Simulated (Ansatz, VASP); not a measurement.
## One calculation of Ti3SiO8, two programs

File POSCAR:

```
Ti3SiO8
1.0
    3.6385265243      0.0000000000      0.0000000000
    0.0000000000      5.8777544675      0.0000000000
    0.0000000000      0.0000000000      6.0459357536
Si Ti O
1 3 8
Direct
    0.0000000000      0.0000000000      0.0877066611
    0.5000000000      0.2473063706      0.4296944289
    0.0000000000      0.5000000000      0.0507390900
    0.5000000000      0.7526936294      0.4296944289
    0.5000000000      0.0000000000      0.6028727919
    0.5000000000      0.0000000000      0.1585590275
    0.0000000000      0.2251809447      0.3196020140
    0.0000000000      0.2264141782      0.9142000684
    0.5000000000      0.5000000000      0.6034801794
    0.5000000000      0.5000000000      0.1696492277
    0.0000000000      0.7748190553      0.3196020140
    0.0000000000      0.7735858218      0.9142000684
```

File INCAR.step1:

```
SYSTEM = Ti3SiO8
  ALGO = Normal
  EDIFF = 1E-4
  ENCUT = 520
  GGA = PE
  ISMEAR = 0
  LASPH = .TRUE.
  LCHARG = .FALSE.
  LREAL = .FALSE.
  LWAVE = .TRUE.
  NBANDS = 56
  NELM = 100
  PREC = Accurate
  SIGMA = 0.01
```

File INCAR.step2:

```
SYSTEM = Ti3SiO8
  ALGO = Normal
  EDIFF = 1E-6
  ENCUT = 520
  ISIF = 2
  ISMEAR = 0
  ISTART = 1
  LASPH = .TRUE.
  LCHARG = .TRUE.
  LELF = .TRUE.
  LMIXTAU = .TRUE.
  LREAL = .FALSE.
  LVHAR = .TRUE.
  LWAVE = .FALSE.
  METAGGA = R2SCAN
  NBANDS = 56
  NELM = 100
  PREC = Accurate
  SIGMA = 0.01
```

The input KPOINTS:

```
k-points
0
G
  8 4 4
  0 0 0
```

Input for Ansatz:

```yaml
crystal:
  lattice:
    - [3.6385265243, 0.0, 0.0]
    - [0.0, 5.8777544675, 0.0]
    - [0.0, 0.0, 6.0459357536]
  atoms:
    - { symbol: Si, position: [0.0, 0.0, 0.0877066611] }
    - { symbol: Ti, position: [0.5, 0.2473063706, 0.4296944289] }
    - { symbol: O, position: [0.5, 0.0, 0.6028727919] }
    - { symbol: O, position: [0.5, 0.0, 0.1585590275] }
    - { symbol: O, position: [0.0, 0.2251809447, 0.319602014] }
    - { symbol: O, position: [0.0, 0.2264141782, 0.9142000684] }
    - { symbol: Ti, position: [0.0, 0.5, 0.05073909] }
    - { symbol: Ti, position: [0.5, 0.7526936294, 0.4296944289] }
    - { symbol: O, position: [0.5, 0.5, 0.6034801794] }
    - { symbol: O, position: [0.5, 0.5, 0.1696492277] }
    - { symbol: O, position: [0.0, 0.7748190553, 0.319602014] }
    - { symbol: O, position: [0.0, 0.7735858218, 0.9142000684] }
kpoints:
  mp_grid: { grid: [8, 4, 4] }
  band_path:
    path:
      - [0.0, 0.0, 0.0]
      - [0.5, 0.0, 0.0]
      - [0.5, 0.5, 0.0]
      - [0.0, 0.5, 0.0]
      - [0.0, 0.0, 0.5]
      - [0.5, 0.0, 0.5]
      - [0.5, 0.5, 0.5]
      - [0.0, 0.5, 0.5]
      - [0.411458, 0.166667, -0.5]
      - [-0.5, 0.25, -0.5]
    npoints: 1
hamiltonian:
  xc: r2scan
scf:
  occupations: { method: fixed }
  n_extra_bands: 7
output:
  forces: true
  stress: true
  eigenvalues: true
```

Alike in both runs: task single point; functional r2SCAN; k mesh 8 × 4 × 4; no spin polarisation.

|  | VASP | Ansatz |
| --- | --- | --- |
| version | VASP 6.6.1 | Ansatz 0.2.0 |
| potentials or method | VASP PAW PBE potentials, release 64 (Si, Ti_sv, O) | plane waves, PAW |
| plane-wave cutoff (eV) | 520 | 500 |
| occupations | gaussian, width 0.01 eV | fixed |
| valence electrons in the cell | 88 | 88 |

|  | VASP | Ansatz | Ansatz less VASP |
| --- | --- | --- | --- |
| gap on the k mesh at the Fermi level (eV) | 3.32 | 3.31 | -0.008 |
| pressure (GPa) | 1.2 | 0.0 | -1.17 |
| rms of the force components (eV/Å) | 0.057 | 0.001 | -0.0561 |

VASP's potentials were made for PBE, not for r2SCAN.
